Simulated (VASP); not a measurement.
A run of VASP 6.6.1 is set up as follows.

The input INCAR:

```
PREC     = Accurate       # precision mode
ENCUT    = 520            # plane-wave cutoff, eV
EDIFF    = 1E-7           # SCF threshold, eV
ISMEAR   = 0              # smearing method
SIGMA    = 0.1            # smearing width, eV
LREAL    = F              # projectors in reciprocal space
LASPH    = T              # aspherical terms in the spheres
NELM     = 100            # most SCF steps
ALGO     = Fast           # electronic algorithm
ISIF     = 2              # what is computed and relaxed
LWAVE    = F              # write WAVECAR
LCHARG   = F              # write CHGCAR
GGA      = PS             # functional
NBANDS   = 33             # bands
```

Contents of KPOINTS:

```
Automatic mesh
0
Gamma
  10 10 10
```

Contents of POSCAR:

```
Hf2Si
1.0
   -3.2882556837      3.2882556837      2.5959703586
    3.2882556837     -3.2882556837      2.5959703586
    3.2882556837      3.2882556837     -2.5959703586
Hf Si
4 2
Direct
    0.8431604606      0.6568395394      0.5000000000
    0.3431604606      0.8431604606      0.1863209211
    0.1568395394      0.3431604606      0.5000000000
    0.6568395394      0.1568395394      0.8136790789
    0.7500000000      0.7500000000      0.0000000000
    0.2500000000      0.2500000000      0.0000000000
```

Potentials or basis: VASP PAW PBE potentials, release 64 (Hf_pv, Si).

Launch:

```sh
$ cat potpaw_PBE.64/Hf_pv/POTCAR potpaw_PBE.64/Si/POTCAR > POTCAR
$ mpirun -np 1 vasp_std > vasp.out
```

**Question.** Estimate the band gap on the k mesh.

**Answer.** Zero (band 24 reaches 6.42 eV, above the bottom of band 25 at 5.64 eV).

**Question.** What does it give for the pressure?

**Answer.** -4.4 GPa.

**Question.** Estimate the largest force.

**Answer.** 0.008 eV/Å.

Forces in eV/Å, atoms in the order of the input:
```
Hf  -0.006  0.006  0.000
Hf   0.006  0.006  0.000
Hf   0.006 -0.006  0.000
Hf  -0.006 -0.006  0.000
Si   0.000  0.000  0.000
Si   0.000  0.000  0.000
```

Caveat: the PAW data sets were made with another functional, which shifts forces and pressure a little; spin-orbit coupling is left out, which moves the levels of the heavy elements.
